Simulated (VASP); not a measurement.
# SnSe2 in VASP: notebook

Runs on SnSe2. Level: PBE+D3(BJ). Tasks: single point.

Everything below comes from runs of VASP 6.6.1. Logs are shortened: lines on timing, memory, paths and dates and some standing lists are left out, and cuts for length are marked.

## Step 1: The cell of the first run

The cell holds a slab with vacuum, 3 atoms: a = 3.839 Å, b = 3.839 Å, c = 32.376 Å, α = 90.00°, β = 90.00°, γ = 120.00°.

## Step 2: Single point, PBE+D3(BJ)

Contents of INCAR:

```
  PREC = Accurate
  ENCUT = 520
  EDIFF = 1E-6
  ISMEAR = 0
  SIGMA = 0.1
  LREAL = False
  LASPH = True
  NELM = 100
  ALGO = Normal
  ISIF = 2
  LWAVE = False
  LCHARG = True
  LDIPOL = True
  IDIPOL = 3
  DIPOL = 0.5 0.5 0.500
  GGA = PE
  IVDW = 12
  LELF = True
  LVHAR = True
  LVACPOTAV = True
  NBANDS = 20
```

Contents of KPOINTS:

```
regular mesh
0
Gamma
  6 6 1
```

Contents of POSCAR:

```
SnSe2
1.0
    3.8390485975      0.0000000000      0.0000000000
   -1.9195242988      3.3247136118      0.0000000000
    0.0000000000      0.0000000000     32.3760079973
Se Sn
2 1
Direct
    0.6666666667      0.3333333333      0.4507659499
    0.3333333333      0.6666666667      0.5492340501
    0.0000000000      0.0000000000      0.5000000000
```

Potentials or basis: VASP PAW PBE potentials, release 64 (Se, Sn_d).

The run is started by

```bash
cat potpaw_PBE.64/Se/POTCAR potpaw_PBE.64/Sn_d/POTCAR > POTCAR
mpirun -np 1 vasp_std > vasp.out
```

OUTCAR:

```text
PREC = Accurate
   ENCUT = 520
   EDIFF = 1E-6
   ISMEAR = 0
   LREAL = False
   LASPH = True
   NELM = 100
   ISIF = 2
   GGA = PE
   IVDW = 12
 IVDW          = 12

 ion  position               nearest neighbor table
   1  0.667  0.333  0.451-   3 2.73   3 2.73   3 2.73
   2  0.333  0.667  0.549-   3 2.73   3 2.73   3 2.73
   3  0.000  0.000  0.500-   1 2.73   2 2.73   1 2.73   2 2.73   1 2.73   2 2.73

  LATTYP: Found a hexagonal cell.
 ALAT       =     3.8390485975
 C/A-ratio  =     8.4333415363

  Lattice vectors:

 A1 = (   3.8390485975,   0.0000000000,   0.0000000000)
 A2 = (  -1.9195242988,   3.3247136118,   0.0000000000)
 A3 = (   0.0000000000,   0.0000000000,  32.3760079973)

Analysis of symmetry for initial positions (statically):
=====================================================================
 Subroutine PRICEL returns:
 Original cell was already a primitive cell.

 Routine SETGRP: Setting up the symmetry group for a
 hexagonal supercell.

 Subroutine GETGRP returns: Found 12 space group operations
 (whereof 12 operations were pure point group operations)
 out of a pool of 24 trial point group operations.

The static configuration has the point symmetry D_3d.

Analysis of symmetry for dynamics (positions and initial velocities):
=====================================================================
 Subroutine PRICEL returns:
 Original cell was already a primitive cell.

 Routine SETGRP: Setting up the symmetry group for a
 hexagonal supercell.

 Subroutine GETGRP returns: Found 12 space group operations
 (whereof 12 operations were pure point group operations)
 out of a pool of 24 trial point group operations.

The dynamic configuration has the point symmetry D_3d.

 Subroutine INISYM returns: Found 12 space group operations
 (whereof 12 operations are pure point group operations),
 and found     1 'primitive' translations

----------------------------------------------------------------------------------------

                                     Primitive cell

  volume of cell :     413.2389

  direct lattice vectors                    reciprocal lattice vectors
     3.839048598  0.000000000  0.000000000     0.260481204  0.150388893  0.000000000
    -1.919524299  3.324713612  0.000000000     0.000000000  0.300777786  0.000000000
     0.000000000  0.000000000 32.376007997     0.000000000  0.000000000  0.030887069

  length of vectors
     3.839048598  3.839048598 32.376007997     0.300777786  0.300777786  0.030887069

  position of ions in fractional coordinates (direct lattice)
     0.666666667  0.333333333  0.450765950
     0.333333333  0.666666667  0.549234050
     0.000000000  0.000000000  0.500000000

  ion indices of the primitive-cell ions
   primitive index   ion index
                 1           1
                 2           2
                 3           3

----------------------------------------------------------------------------------------

 KPOINTS: regular mesh

Automatic generation of k-mesh.
 Grid dimensions read from file:
 generate k-points for:    6    6    1

 Generating k-lattice:

  Cartesian coordinates                     Fractional coordinates (reciprocal lattice)
     0.043413534  0.025064816  0.000000000     0.166666667  0.000000000  0.000000000
     0.000000000  0.050129631  0.000000000     0.000000000  0.166666667  0.000000000
     0.000000000  0.000000000  0.030887069     0.000000000  0.000000000  1.000000000

  Length of vectors
     0.050129631  0.050129631  0.030887069

  Shift w.r.t. Gamma in fractional coordinates (k-lattice)
     0.000000000  0.000000000  0.000000000

 Subroutine IBZKPT returns following result:
 ===========================================

 Found      7 irreducible k-points:

 Following reciprocal coordinates:
            Coordinates               Weight
  0.000000  0.000000  0.000000      1.000000
  0.166667 -0.000000  0.000000      6.000000
  0.333333 -0.000000  0.000000      6.000000
  0.500000 -0.000000  0.000000      3.000000
  0.166667  0.166667  0.000000      6.000000
  0.333333  0.166667  0.000000     12.000000
  0.333333  0.333333  0.000000      2.000000
   k-points           NKPTS =      7   k-points in BZ     NKDIM =      7   number of bands    NBANDS=     20
   number of dos      NEDOS =    301   number of ions     NIONS =      3
   total plane-waves  NPLWV = 225000
   dimension x,y,z NGX =    30 NGY =   30 NGZ =  250
   dimension x,y,z NGXF=    60 NGYF=   60 NGZF=  500
   ions per type =               2   1
   NGX,Y,Z   is equivalent  to a cutoff of  12.99, 12.99, 12.84 a.u.
   NGXF,Y,Z  is equivalent  to a cutoff of  25.98, 25.98, 25.67 a.u.
 SYSTEM =  unknown system
   PREC   = accura    normal or accurate (medium, high low for compatibility)
   ISTART =      0    job   : 0-new  1-cont  2-samecut
   ICHARG =      2    charge: 1-file 2-atom 10-const
   ISPIN  =      1    spin polarized calculation?
   LNONCOLLINEAR =      F non collinear calculations
   LSORBIT =      F    spin-orbit coupling
   LASPH  =      T    aspherical Exc in radial PAW
   ENCUT  =  520.0 eV  38.22 Ry    6.18 a.u.   7.14  7.14 60.20*2*pi/ulx,y,z
   NELM   =    100;   NELMIN=  2; NELMDL= -5     # of ELM steps
   EDIFF  = 0.1E-05   stopping-criterion for ELM
   LREAL  =      F    real-space projection
   EDIFFG = 0.1E-04   stopping-criterion for IOM
   NSW    =      0    number of steps for IOM
   IBRION =     -1    ionic relax: 0-MD 1-quasi-New 2-CG
   NFREE  =      0    steps in history (QN), initial steepest desc. (CG)
   ISIF   =      2    stress and relaxation
   ISYM   =      2    0-nonsym 1-usesym 2-fastsym
   POTIM  = 0.5000    time-step for ionic-motion
   TEBEG  =    0.0;   TEEND  =   0.0 temperature during run
   PSTRESS=    0.0 pullay stress
   NELECT =      26.0000    total number of electrons
   NUPDOWN=      -1.0000    fix difference up-down
   EMIN   =  10.00;   EMAX   =-10.00  energy-range for DOS
   EFERMI =   0.00;   METHOD = LEGACY
   ISMEAR =     0;   SIGMA  =   0.10  broadening in eV -4-tet -1-fermi 0-gaus
   EFERMI_NEDOS =   21; number of points for ismear=-14 and -15
   IALGO  =     38    algorithm
   IMIX   =      4    mixing-type and parameters
     AMIX     =   0.40;   BMIX     =  1.00
     AMIX_MAG =   1.60;   BMIX_MAG =  1.00
  volume/ion in A,a.u.               =     137.75       929.56
  Fermi-wavevector in a.u.,A,eV,Ry     =   0.651127  1.230451  5.768409  0.423966
  Thomas-Fermi vector in A             =   1.720627
   LORBIT       =      0    0 simple, 1 ext, 2 COOP (PROOUT), +10 PAW based schemes
   GGA     = PE    functional components
   LHFCALC =     F    Hartree Fock is set to
   AEXX    =    0.0000 exact exchange contribution
   IVDW    =    12    specifies the selected vdW correction
   LEPSILON=     F    determine dielectric tensor
   LRPA    =     F    only Hartree local field effects (RPA)
 non-spin polarized calculation
 Gauss-broadening in eV      SIGMA  =   0.10
  energy-cutoff  :      520.00
  volume of cell :      413.24
 maximum number of plane-waves:     11205
 NGX is ok and might be reduce to    30
   NGX = 15   NGY = 15   NGZ =121

 dipolmoment           0.000000      0.000000      0.000000 electrons x Angstroem

 number of electron      25.9999987 magnetization

 dipolmoment           0.000000      0.000000     -0.000000 electrons x Angstroem

 Free energy of the ion-electron system (eV)
  ---------------------------------------------------
  ext. energy  EPLUGINS =         0.00000000
  ---------------------------------------------------
  free energy    TOTEN  =       -11.84701415 eV

  energy without entropy =      -11.84701414  energy(sigma->0) =      -11.84701414

 E-fermi :  -3.7238     XC(G=0):  -2.1288

 val. band max:       -4.1252895271   @ k =   0.1667  -0.0000   0.0000
 cond. band min:      -3.3303099714   @ k =   0.5000  -0.0000   0.0000
 fundamental gap:      0.7949795557
 Fermi energy:        -3.7237786598

 k-point     1 :       0.0000    0.0000    0.0000
  band No.  band energies     occupation
      1     -25.2638      2.00000
      2     -25.2638      2.00000
      3     -25.2278      2.00000
      4     -25.2179      2.00000
      5     -25.2179      2.00000
      6     -17.5728      2.00000
[... 12 lines left out ...]
     19       1.5111      0.00000
     20       1.9462      0.00000

 k-point     2 :       0.1667   -0.0000    0.0000
  band No.  band energies     occupation
      1     -25.2737      2.00000
      2     -25.2548      2.00000
      3     -25.2252      2.00000
      4     -25.2198      2.00000
      5     -25.2171      2.00000
      6     -17.3158      2.00000
[... 12 lines left out ...]
     19       2.0609      0.00000
     20       2.3523      0.00000

 k-point     3 :       0.3333   -0.0000    0.0000
  band No.  band energies     occupation
      1     -25.2972      2.00000
      2     -25.2435      2.00000
      3     -25.2355      2.00000
      4     -25.2085      2.00000
      5     -25.2042      2.00000
      6     -16.6435      2.00000
[... 12 lines left out ...]
     19       2.7930      0.00000
     20       3.2114      0.00000

 k-point     4 :       0.5000   -0.0000    0.0000
  band No.  band energies     occupation
      1     -25.3099      2.00000
      2     -25.2417      2.00000
      3     -25.2401      2.00000
      4     -25.2003      2.00000
      5     -25.1961      2.00000
      6     -16.0883      2.00000
[... 12 lines left out ...]
     19       4.4075      0.00000
     20       4.4693      0.00000

 k-point     5 :       0.1667    0.1667    0.0000
  band No.  band energies     occupation
      1     -25.2852      2.00000
      2     -25.2512      2.00000
      3     -25.2292      2.00000
      4     -25.2188      2.00000
      5     -25.2052      2.00000
      6     -16.8453      2.00000
[... 12 lines left out ...]
     19       2.7615      0.00000
     20       3.0219      0.00000

 k-point     6 :       0.3333    0.1667    0.0000
  band No.  band energies     occupation
      1     -25.2968      2.00000
      2     -25.2523      2.00000
      3     -25.2327      2.00000
      4     -25.2097      2.00000
      5     -25.1970      2.00000
      6     -16.1502      2.00000
[... 12 lines left out ...]
     19       3.7811      0.00000
     20       4.2043      0.00000

 k-point     7 :       0.3333    0.3333    0.0000
  band No.  band energies     occupation
      1     -25.2761      2.00000
      2     -25.2761      2.00000
      3     -25.2188      2.00000
      4     -25.2188      2.00000
      5     -25.1990      2.00000
      6     -15.7248      2.00000
[... 12 lines left out ...]
     19       4.5837      0.00000
     20       4.5838      0.00000

------------------------ aborting loop because EDIFF is reached ----------------------------------------

 vacuum level on the upper side and lower side of the slab       (xc-potential included)        -0.111        -0.111

 Edisp (eV)   -0.75226

 E8    (eV) :    -0.3513

  FORCE on cell =-STRESS in cart. coord.  units (eV):
  Direction    XX          YY          ZZ          XY          YZ          ZX
  --------------------------------------------------------------------------------------
  -------------------------------------------------------------------------------------
  Total      -0.13966    -0.13966     0.06093     0.00000     0.00000     0.00000
  in kB      -0.54149    -0.54149     0.23623     0.00000     0.00000     0.00000
  external pressure =       -0.28 kB  Pullay stress =        0.00 kB

 VOLUME and BASIS-vectors are now :
 -----------------------------------------------------------------------------
  energy-cutoff  :      520.00
  volume of cell :      413.24
      direct lattice vectors                 reciprocal lattice vectors
     3.839048598  0.000000000  0.000000000     0.260481204  0.150388893  0.000000000
    -1.919524299  3.324713612  0.000000000     0.000000000  0.300777786  0.000000000
     0.000000000  0.000000000 32.376007997     0.000000000  0.000000000  0.030887069

 POSITION                                       TOTAL-FORCE (eV/Angst)
 -----------------------------------------------------------------------------------
      1.91952      1.10824     14.59400        -0.000000      0.000000     -0.023135
     -0.00000      2.21648     17.78201         0.000000     -0.000000      0.023135
      0.00000      0.00000     16.18800         0.000000      0.000000      0.000000
 -----------------------------------------------------------------------------------
    total drift:                               -0.000000      0.000000      0.000000

  FREE ENERGIE OF THE ION-ELECTRON SYSTEM (eV)
  ---------------------------------------------------
  free  energy   TOTEN  =       -12.5992713330 eV

  energy  without entropy=      -12.5992713311  energy(sigma->0) =      -12.59927133

 vacuum level on the upper side and lower side of the slab         1.881         1.881
```

Run time: 2.2 min. Hardware: 1 thread of Intel Xeon 6975P-C, shared host; peak memory 0.5 GiB.

Results:

```yaml
Free_energy: -12.5993 eV
Largest_force: 0.023 eV/Å
Band_gap_on_the_k_mesh: 0.80 eV, indirect (least direct gap 1.12 eV)
Dispersion_energy_per_atom: -0.251 eV
Ionisation_potential_of_the_upper_face: 6.01 eV
```

Forces on the atoms (eV/Å):
```
Se   0.000  0.000 -0.023
Se   0.000  0.000  0.023
Sn   0.000  0.000  0.000
```

Levels at points of the mesh, in eV from the valence-band top:
| k point | band 9 | band 10 | band 11 | band 12 | band 13 | band 14 | band 15 | band 16 | band 17 | band 18 |
| --- | --- | --- | --- | --- | --- | --- | --- | --- | --- | --- |
| (0.00, 0.00, 0.00) | -1.11 | -0.46 | -0.46 | -0.07 | -0.07 | 1.58 | 3.10 | 4.61 | 4.61 | 5.61 |
| (0.50, 0.00, 0.00) | -4.33 | -2.27 | -2.18 | -0.70 | -0.32 | 0.80 | 4.10 | 5.40 | 5.66 | 5.77 |

Caveat: spin-orbit coupling is left out, which moves the levels of the heavy elements.

## Step 3: Single point, PBE+D3(BJ)

This run uses another cell than the first one, of 136.72 Å³/atom, 0.993 times its volume.

Contents of INCAR:

```
PREC     = Accurate       # precision mode
ENCUT    = 520            # plane-wave cutoff, eV
EDIFF    = 1E-6           # SCF threshold, eV
ISMEAR   = 0              # smearing method
SIGMA    = 0.02           # smearing width, eV
LREAL    = F              # projectors in reciprocal space
LASPH    = T              # aspherical terms in the spheres
NELM     = 80             # most SCF steps
ALGO     = Normal         # electronic algorithm
ISIF     = 2              # what is computed and relaxed
LWAVE    = F              # write WAVECAR
LCHARG   = F              # write CHGCAR
LDIPOL   = T            
IDIPOL   = 3            
DIPOL    = 0.5 0.5 0.500
GGA      = PE             # functional
IVDW     = 12             # dispersion correction
NBANDS   = 20             # bands
```

Contents of KPOINTS:

```
Automatic mesh
0
Gamma
  12 12 1
```

Contents of POSCAR:

```
SnSe2
1.0
    3.8246790507      0.0000000000      0.0000000000
   -1.9123395254      3.3122692192      0.0000000000
    0.0000000000      0.0000000000     32.3760079973
Se Sn
2 1
Direct
    0.6666666667      0.3333333333      0.4505636618
    0.3333333333      0.6666666667      0.5494363382
    0.0000000000      0.0000000000      0.5000000000
```

Potentials or basis: VASP PAW PBE potentials, release 64 (Se, Sn_d).

The run is started by

```bash
cat potpaw_PBE.64/Se/POTCAR potpaw_PBE.64/Sn_d/POTCAR > POTCAR
mpirun -np 1 vasp_std > vasp.out
```

It took 4.3 min on 1 thread of Intel Xeon 6975P-C, shared host; peak memory 0.53 GiB.

It converged, with:

| Property | Result |
| --- | --- |
| Free energy | -12.6120 eV |
| Largest force | 0.013 eV/Å |
| Band gap on the k mesh | 0.78 eV, indirect (least direct gap 1.11 eV) |
| Dispersion energy per atom | -0.252 eV |

Forces on the atoms (eV/Å):
```
Se   0.000  0.000 -0.013
Se   0.000  0.000  0.013
Sn   0.000  0.000  0.000
```

Levels at points of the mesh, in eV from the valence-band top:
```
           k point  band 9  band 10  band 11  band 12  band 13  band 14  band 15  band 16  band 17  band 18
(0.00, 0.00, 0.00)   -1.17    -0.45    -0.45    -0.06    -0.06     1.60     3.13     4.63     4.63     5.58
(0.50, 0.00, 0.00)   -4.39    -2.33    -2.19    -0.75    -0.34     0.78     4.08     5.34     5.61     5.75
```

Caveat: spin-orbit coupling is left out, which moves the levels of the heavy elements.

## Step 4: Single point, PBE+D3(BJ)

Contents of INCAR:

```
PREC = Accurate
ENCUT = 520
EDIFF = 1E-6
ISMEAR = 0
SIGMA = 0.02
LREAL = False
LASPH = True
NELM = 60
ALGO = Normal
ISIF = 2
LWAVE = False
LCHARG = False
LDIPOL = True
IDIPOL = 3
DIPOL = 0.5 0.5 0.500
GGA = PE
IVDW = 12
NBANDS = 20
```

Contents of KPOINTS:

```
regular mesh
0
Gamma
  12 12 1
```

Contents of POSCAR:

```
SnSe2
1.0
    3.8390485975      0.0000000000      0.0000000000
   -1.9195242988      3.3247136118      0.0000000000
    0.0000000000      0.0000000000     32.3760079973
Se Sn
2 1
Direct
    0.6666666667      0.3333333333      0.4507659499
    0.3333333333      0.6666666667      0.5492340501
    0.0000000000      0.0000000000      0.5000000000
```

The run is started by

```bash
cat potpaw_PBE.64/Se/POTCAR potpaw_PBE.64/Sn_d/POTCAR > POTCAR
mpirun -np 1 vasp_std > vasp.out
```

It took 5.4 min on 1 thread of Intel Xeon 6975P-C, shared host; peak memory 0.57 GiB.

Results (log left out):

- Free energy: -12.6111 eV
- Largest force: 0.032 eV/Å
- Band gap on the k mesh: 0.80 eV, indirect (least direct gap 1.12 eV)
- Dispersion energy per atom: -0.251 eV

Forces in eV/Å, atoms in the order of the input:
```
Se   0.000  0.000 -0.032
Se   0.000  0.000  0.032
Sn   0.000  0.000  0.000
```

Levels at points of the mesh, in eV from the valence-band top:
| k point | band 11 | band 12 | band 13 | band 14 | band 15 | band 16 |
| --- | --- | --- | --- | --- | --- | --- |
| (0.00, 0.00, 0.00) | -0.46 | -0.07 | -0.07 | 1.58 | 3.10 | 4.62 |
| (0.50, 0.00, 0.00) | -2.18 | -0.70 | -0.32 | 0.80 | 4.10 | 5.41 |

Caveat: spin-orbit coupling is left out, which moves the levels of the heavy elements.

## Step 5: The runs side by side

| cell | k mesh | smearing | gap on the mesh (eV) | largest force (eV/Å) |
| --- | --- | --- | --- | --- |
| a = 3.839, b = 3.839, c = 32.376 Å, angles 90.0, 90.0, 120.0°, 3 atoms | 6 × 6 × 1 | gaussian 0.1 eV | 0.80 | 0.02 |
| a = 3.825, b = 3.825, c = 32.376 Å, angles 90.0, 90.0, 120.0°, 3 atoms | 12 × 12 × 1 | gaussian 0.02 eV | 0.78 | 0.01 |
| a = 3.839, b = 3.839, c = 32.376 Å, angles 90.0, 90.0, 120.0°, 3 atoms | 12 × 12 × 1 | gaussian 0.02 eV | 0.80 | 0.03 |

Alike in all rows: task single point; level PBE+D3(BJ); potentials or basis VASP PAW PBE potentials, release 64 (Se, Sn_d); no spin polarisation; cutoff (eV) 520.

Caveats: spin-orbit coupling is left out, which moves the levels of the heavy elements.

Absolute energies hang on the potentials; compare differences alone.
